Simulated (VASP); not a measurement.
# YTlRh3 (Pm-3m) in VASP: relaxation of cell and atoms with r2SCAN

Aim: the relaxation of cell and atoms of YTlRh3 with r2SCAN.

Program: VASP 6.6.1. These are calculated values, not measurements. Logs are shortened: lines on timing, memory, paths and dates and some standing lists are left out, and cuts for length are marked.

### 1 The cell of the first run

It takes space group Pm-3m (No. 221, cubic). Conventional cell: a = 4.877 Å, b = 4.877 Å, c = 4.877 Å, α = 90.00°, β = 90.00°, γ = 90.00°. Y (site symmetry m-3m) has 12 Rh at 3.45 Å and 8 Tl at 4.22 Å within 4.5 Å. Within 3.2 Å of Tl (site symmetry m-3m) lie 6 Rh at 2.44 Å. Within 3.2 Å of Rh (site symmetry 4/mmm) lie 2 Tl at 2.44 Å.

### 2 Relaxation of cell and atoms, r2SCAN

POSCAR reads:

```
YTlRh3
1.0
    4.8767188808      0.0000000000      0.0000000000
    0.0000000000      4.8767188808      0.0000000000
    0.0000000000      0.0000000000      4.8767188808
Y Tl Rh
1 1 3
Direct
    0.0000000000      0.0000000000      0.0000000000
    0.5000000000      0.5000000000      0.5000000000
    0.5000000000      0.5000000000      0.0000000000
    0.0000000000      0.5000000000      0.5000000000
    0.5000000000      0.0000000000      0.5000000000
```

INCAR.step1 reads:

```
SYSTEM = YTlRh3
ALGO = Normal
EDIFF = 1E-4
ENCUT = 600
GGA = PE
ISMEAR = -1
LASPH = .True.
LCHARG = .False.
LREAL = .False.
LWAVE = .True.
NELM = 100
PREC = Accurate
SIGMA = 0.05
```

INCAR.step2 reads:

```
SYSTEM = YTlRh3
ALGO = Normal
EDIFF = 1E-6
EDIFFG = -0.03
ENCUT = 600
IBRION = 2
ISIF = 3
ISMEAR = -1
ISTART = 1
LASPH = .True.
LCHARG = .False.
LMIXTAU = .True.
LREAL = .False.
LWAVE = .False.
METAGGA = R2SCAN
NELM = 100
NSW = 80
PREC = Accurate
SIGMA = 0.05
```

KPOINTS reads:

```
k-points
0
Gamma
  5 5 5
  0 0 0
```

Potentials or basis: VASP PAW PBE potentials, release 64 (Y_sv, Tl_d, Rh_pv).

Run with:

```sh
$ cat potpaw_PBE.64/Y_sv/POTCAR potpaw_PBE.64/Tl_d/POTCAR potpaw_PBE.64/Rh_pv/POTCAR > POTCAR
$ cp INCAR.step1 INCAR
$ mpirun -np 1 vasp_std > vasp.out
$ cp INCAR.step2 INCAR
$ mpirun -np 1 vasp_std > vasp.out
```

OUTCAR:

```text
SYSTEM = YTlRh3
   EDIFF = 1E-6
   EDIFFG = -0.03
   ENCUT = 600
   IBRION = 2
   ISIF = 3
   ISMEAR = -1
   ISTART = 1
   LASPH = .True.
   LREAL = .False.
   METAGGA = R2SCAN
   NELM = 100
   NSW = 80
   PREC = Accurate

 ion  position               nearest neighbor table
   1  0.000  0.000  0.000-   3 3.45   4 3.45   5 3.45   4 3.45   5 3.45   3 3.45   4 3.45   4 3.45
                             3 3.45   5 3.45   5 3.45   3 3.45   2 4.22   2 4.22   2 4.22   2 4.22
   2  0.500  0.500  0.500-   3 2.44   4 2.44   5 2.44   3 2.44   5 2.44   4 2.44   1 4.22   1 4.22
                             1 4.22   1 4.22   1 4.22   1 4.22   1 4.22   1 4.22
   3  0.500  0.500  0.000-   2 2.44   2 2.44   1 3.45   1 3.45   1 3.45   1 3.45
   4  0.000  0.500  0.500-   2 2.44   2 2.44   1 3.45   1 3.45   1 3.45   1 3.45
   5  0.500  0.000  0.500-   2 2.44   2 2.44   1 3.45   1 3.45   1 3.45   1 3.45

  LATTYP: Found a simple cubic cell.
 ALAT       =     4.8767188808

  Lattice vectors:

 A1 = (   4.8767188808,   0.0000000000,   0.0000000000)
 A2 = (   0.0000000000,   4.8767188808,   0.0000000000)
 A3 = (   0.0000000000,   0.0000000000,   4.8767188808)

Analysis of symmetry for initial positions (statically):
=====================================================================
 Subroutine PRICEL returns:
 Original cell was already a primitive cell.

 Routine SETGRP: Setting up the symmetry group for a
 simple cubic supercell.

 Subroutine GETGRP returns: Found 48 space group operations
 (whereof 48 operations were pure point group operations)
 out of a pool of 48 trial point group operations.

The static configuration has the point symmetry O_h .

Analysis of symmetry for dynamics (positions and initial velocities):
=====================================================================
 Subroutine PRICEL returns:
 Original cell was already a primitive cell.

 Routine SETGRP: Setting up the symmetry group for a
 simple cubic supercell.

 Subroutine GETGRP returns: Found 48 space group operations
 (whereof 48 operations were pure point group operations)
 out of a pool of 48 trial point group operations.

The dynamic configuration has the point symmetry O_h .

 Subroutine INISYM returns: Found 48 space group operations
 (whereof 48 operations are pure point group operations),
 and found     1 'primitive' translations

----------------------------------------------------------------------------------------

                                     Primitive cell

  volume of cell :     115.9800

  direct lattice vectors                    reciprocal lattice vectors
     4.876718881  0.000000000  0.000000000     0.205055904  0.000000000  0.000000000
     0.000000000  4.876718881  0.000000000     0.000000000  0.205055904  0.000000000
     0.000000000  0.000000000  4.876718881     0.000000000  0.000000000  0.205055904

  length of vectors
     4.876718881  4.876718881  4.876718881     0.205055904  0.205055904  0.205055904

  position of ions in fractional coordinates (direct lattice)
     0.000000000  0.000000000  0.000000000
     0.500000000  0.500000000  0.500000000
     0.500000000  0.500000000  0.000000000
     0.000000000  0.500000000  0.500000000
     0.500000000  0.000000000  0.500000000

  ion indices of the primitive-cell ions
   primitive index   ion index
                 1           1
                 2           2
                 3           3
                 4           4
                 5           5

----------------------------------------------------------------------------------------

 KPOINTS: k-points

Automatic generation of k-mesh.
 Grid dimensions read from file:
 generate k-points for:    5    5    5

 Generating k-lattice:

  Cartesian coordinates                     Fractional coordinates (reciprocal lattice)
     0.041011181  0.000000000  0.000000000     0.200000000  0.000000000  0.000000000
     0.000000000  0.041011181  0.000000000     0.000000000  0.200000000  0.000000000
     0.000000000  0.000000000  0.041011181     0.000000000  0.000000000  0.200000000

  Length of vectors
     0.041011181  0.041011181  0.041011181

  Shift w.r.t. Gamma in fractional coordinates (k-lattice)
     0.000000000  0.000000000  0.000000000

 Subroutine IBZKPT returns following result:
 ===========================================

 Found     10 irreducible k-points:

 Following reciprocal coordinates:
            Coordinates               Weight
  0.000000  0.000000  0.000000      1.000000
  0.200000  0.000000  0.000000      6.000000
  0.400000  0.000000  0.000000      6.000000
  0.200000  0.200000  0.000000     12.000000
  0.400000  0.200000  0.000000     24.000000
  0.400000  0.400000  0.000000     12.000000
  0.200000  0.200000  0.200000      8.000000
  0.400000  0.200000  0.200000     24.000000
  0.400000  0.400000  0.200000     24.000000
  0.400000  0.400000  0.400000      8.000000
   k-points           NKPTS =     10   k-points in BZ     NKDIM =     10   number of bands    NBANDS=     41
   number of dos      NEDOS =    301   number of ions     NIONS =      5
   total plane-waves  NPLWV =  64000
   dimension x,y,z NGX =    40 NGY =   40 NGZ =   40
   dimension x,y,z NGXF=    80 NGYF=   80 NGZF=   80
   ions per type =               1   1   3
   NGX,Y,Z   is equivalent  to a cutoff of  13.64, 13.64, 13.64 a.u.
   NGXF,Y,Z  is equivalent  to a cutoff of  27.27, 27.27, 27.27 a.u.
 SYSTEM =  YTlRh3
   PREC   = accura    normal or accurate (medium, high low for compatibility)
   ISTART =      1    job   : 0-new  1-cont  2-samecut
   ICHARG =      0    charge: 1-file 2-atom 10-const
   ISPIN  =      1    spin polarized calculation?
   LNONCOLLINEAR =      F non collinear calculations
   LSORBIT =      F    spin-orbit coupling
   LASPH  =      T    aspherical Exc in radial PAW
   ENCUT  =  600.0 eV  44.10 Ry    6.64 a.u.   9.74  9.74  9.74*2*pi/ulx,y,z
   NELM   =    100;   NELMIN=  2; NELMDL=  0     # of ELM steps
   EDIFF  = 0.1E-05   stopping-criterion for ELM
   LREAL  =      F    real-space projection
   EDIFFG = -.3E-01   stopping-criterion for IOM
   NSW    =     80    number of steps for IOM
   IBRION =      2    ionic relax: 0-MD 1-quasi-New 2-CG
   NFREE  =      1    steps in history (QN), initial steepest desc. (CG)
   ISIF   =      3    stress and relaxation
   ISYM   =      2    0-nonsym 1-usesym 2-fastsym
   POTIM  = 0.5000    time-step for ionic-motion
   TEBEG  =    0.0;   TEEND  =   0.0 temperature during run
   PSTRESS=    0.0 pullay stress
   NELECT =      69.0000    total number of electrons
   NUPDOWN=      -1.0000    fix difference up-down
   EMIN   =  10.00;   EMAX   =-10.00  energy-range for DOS
   EFERMI =   0.00;   METHOD = LEGACY
   ISMEAR =    -1;   SIGMA  =   0.05  broadening in eV -4-tet -1-fermi 0-gaus
   EFERMI_NEDOS =   21; number of points for ismear=-14 and -15
   IALGO  =     38    algorithm
   IMIX   =      4    mixing-type and parameters
     AMIX     =   0.40;   BMIX     =  1.00
     AMIX_MAG =   1.60;   BMIX_MAG =  1.00
  volume/ion in A,a.u.               =      23.20       156.53
  Fermi-wavevector in a.u.,A,eV,Ry     =   1.376882  2.601930 25.793990  1.895805
  Thomas-Fermi vector in A             =   2.502086
   LORBIT       =      0    0 simple, 1 ext, 2 COOP (PROOUT), +10 PAW based schemes
   METAGGA = R2SCAN    functional components
   LHFCALC =     F    Hartree Fock is set to
   AEXX    =    0.0000 exact exchange contribution
   IVDW    =     0    specifies the selected vdW correction
   LEPSILON=     F    determine dielectric tensor
   LRPA    =     F    only Hartree local field effects (RPA)
 conjugate gradient relaxation of ions
 non-spin polarized calculation
  energy-cutoff  :      600.00
  volume of cell :      115.98
 maximum number of plane-waves:      3887
 NGX is ok and might be reduce to    40
   NGX = 19   NGY = 19   NGZ = 19

--------------------------------------- Ionic step        1  -------------------------------------------

 number of electron      69.0000007 magnetization

 Free energy of the ion-electron system (eV)
  ---------------------------------------------------
  ext. energy  EPLUGINS =         0.00000000
  ---------------------------------------------------
  free energy    TOTEN  =      -142.22196283 eV

  energy without entropy =     -142.16134989  energy(sigma->0) =     -142.19165636

------------------------ aborting loop because EDIFF is reached ----------------------------------------

  FORCE on cell =-STRESS in cart. coord.  units (eV):
  Direction    XX          YY          ZZ          XY          YZ          ZX
  --------------------------------------------------------------------------------------
  -------------------------------------------------------------------------------------
  Total        0.3479334      0.3479334      0.3479334      0.0000000     -0.0000000     -0.0000000
  in kB        4.8064406      4.8064406      4.8064406      0.0000000     -0.0000000     -0.0000000
  external PRESSURE =       4.8064406 kB  Pullay stress =       0.0000000 kB

 VOLUME and BASIS-vectors are now :
 -----------------------------------------------------------------------------
  energy-cutoff  :      600.00
  volume of cell :      115.98
      direct lattice vectors                 reciprocal lattice vectors
     4.876718881  0.000000000  0.000000000     0.205055904  0.000000000  0.000000000
     0.000000000  4.876718881  0.000000000     0.000000000  0.205055904  0.000000000
     0.000000000  0.000000000  4.876718881     0.000000000  0.000000000  0.205055904

 POSITION                                       TOTAL-FORCE (eV/Angst)
 -----------------------------------------------------------------------------------
      0.00000      0.00000      0.00000         0.000000      0.000000      0.000000
      2.43836      2.43836      2.43836         0.000000      0.000000      0.000000
      2.43836      2.43836      0.00000         0.000000      0.000000      0.000000
      0.00000      2.43836      2.43836         0.000000      0.000000      0.000000
      2.43836      0.00000      2.43836         0.000000      0.000000      0.000000
 -----------------------------------------------------------------------------------
    total drift:                               -0.000000     -0.000000     -0.000000

  FREE ENERGIE OF THE ION-ELECTRON SYSTEM (eV)
  ---------------------------------------------------
  free  energy   TOTEN  =      -142.2219628340 eV
[... 26 lines left out ...]
 POSITION                                       TOTAL-FORCE (eV/Angst)
 -----------------------------------------------------------------------------------
      0.00000      0.00000      0.00000         0.000000     -0.000000      0.000000
      2.44655      2.44655      2.44655        -0.000000      0.000000      0.000000
      2.44655      2.44655     -0.00000         0.000000     -0.000000      0.000000
      0.00000      2.44655      2.44655        -0.000000      0.000000      0.000000
      2.44655      0.00000      2.44655        -0.000000      0.000000      0.000000
 -----------------------------------------------------------------------------------
    total drift:                               -0.000000     -0.000000     -0.000000

  FREE ENERGIE OF THE ION-ELECTRON SYSTEM (eV)
  ---------------------------------------------------
  free  energy   TOTEN  =      -142.2216397195 eV

  energy  without entropy=     -142.1598210540  energy(sigma->0) =     -142.19073039

--------------------------------------- Ionic step        3  -------------------------------------------

 number of electron      69.0000008 magnetization

 Free energy of the ion-electron system (eV)
  ---------------------------------------------------
  ext. energy  EPLUGINS =         0.00000000
  ---------------------------------------------------
  free energy    TOTEN  =      -142.22275972 eV

  energy without entropy =     -142.16159449  energy(sigma->0) =     -142.19217711

 E-fermi :   5.3909     XC(G=0): -11.5179

 val. band max:        5.3853239325   @ k =   0.4000   0.4000   0.4000
 cond. band min:       5.4198478064   @ k =   0.2000   0.0000   0.0000
 fundamental gap:      0.0345238739
 Fermi energy:         5.3909172274

 k-point     1 :       0.0000    0.0000    0.0000
  band No.  band energies     occupation
      1     -41.3942      2.00000
      2     -41.3942      2.00000
      3     -41.3942      2.00000
      4     -40.9979      2.00000
      5     -40.9979      2.00000
      6     -40.9979      2.00000
[... 442 lines left out ...]
 VOLUME and BASIS-vectors are now :
 -----------------------------------------------------------------------------
  energy-cutoff  :      600.00
  volume of cell :      116.52
      direct lattice vectors                 reciprocal lattice vectors
     4.884242155  0.000000000 -0.000000000     0.204740053  0.000000000 -0.000000000
     0.000000000  4.884242155  0.000000000    -0.000000000  0.204740053  0.000000000
     0.000000000 -0.000000000  4.884242155     0.000000000 -0.000000000  0.204740053

 POSITION                                       TOTAL-FORCE (eV/Angst)
 -----------------------------------------------------------------------------------
      0.00000      0.00000      0.00000         0.000000     -0.000000      0.000000
      2.44212      2.44212      2.44212        -0.000000      0.000000      0.000000
      2.44212      2.44212     -0.00000         0.000000     -0.000000      0.000000
      0.00000      2.44212      2.44212        -0.000000      0.000000      0.000000
      2.44212      0.00000      2.44212        -0.000000      0.000000      0.000000
 -----------------------------------------------------------------------------------
    total drift:                               -0.000000     -0.000000     -0.000000

  FREE ENERGIE OF THE ION-ELECTRON SYSTEM (eV)
  ---------------------------------------------------
  free  energy   TOTEN  =      -142.2227597217 eV

  energy  without entropy=     -142.1615944924  energy(sigma->0) =     -142.19217711

 reached required accuracy - stopping structural energy minimisation
```

Wall time 8.6 min (1 thread of Intel Xeon Platinum 8259CL at 2.50GHz (Skylake/Cascade Lake), shared host); peak memory 0.3 GiB.

What came out:

| Item | Value |
| --- | --- |
| Free energy | -142.2228 eV |
| Relaxed volume | 23.30 Å³/atom |
| Relaxed cell | a = 4.884 Å, b = 4.884 Å, c = 4.884 Å, α = 90.00°, β = 90.00°, γ = 90.00° |
| Space group after relaxing (to 0.1 Å) | Pm-3m (No. 221) |
| Energy gained by relaxing | 0.2 meV/atom |
| Ionic steps | 3 |
| Pressure after relaxing | 0.0 GPa |
| Band gap on the k mesh | zero (an odd number of electrons rules out a gap without spin polarisation) |

Step by step:
| step | energy change (eV) | largest force (eV/Å) | pressure (GPa) | volume (Å³) |
| --- | --- | --- | --- | --- |
| 1 | 0.0000 | 0.0000 | 0.48 | 115.98 |
| 2 | 0.0003 | 0.0000 | -0.57 | 117.15 |
| 3 | -0.0008 | 0.0000 | 0.01 | 116.52 |

Final structure:
```
CELL_PARAMETERS angstrom
4.88424 0.00000 0.00000
0.00000 4.88424 0.00000
0.00000 0.00000 4.88424
ATOMIC_POSITIONS crystal
Y 0.00000 0.00000 0.00000
Tl 0.50000 0.50000 0.50000
Rh 0.50000 0.50000 0.00000
Rh 0.00000 0.50000 0.50000
Rh 0.50000 0.00000 0.50000
```

Caveat: the PAW data sets were made with another functional, which shifts forces and pressure a little; spin-orbit coupling is left out, which moves the levels of the heavy elements.

The gap in the log of VASP goes by the Fermi energy; the results here count the filled bands.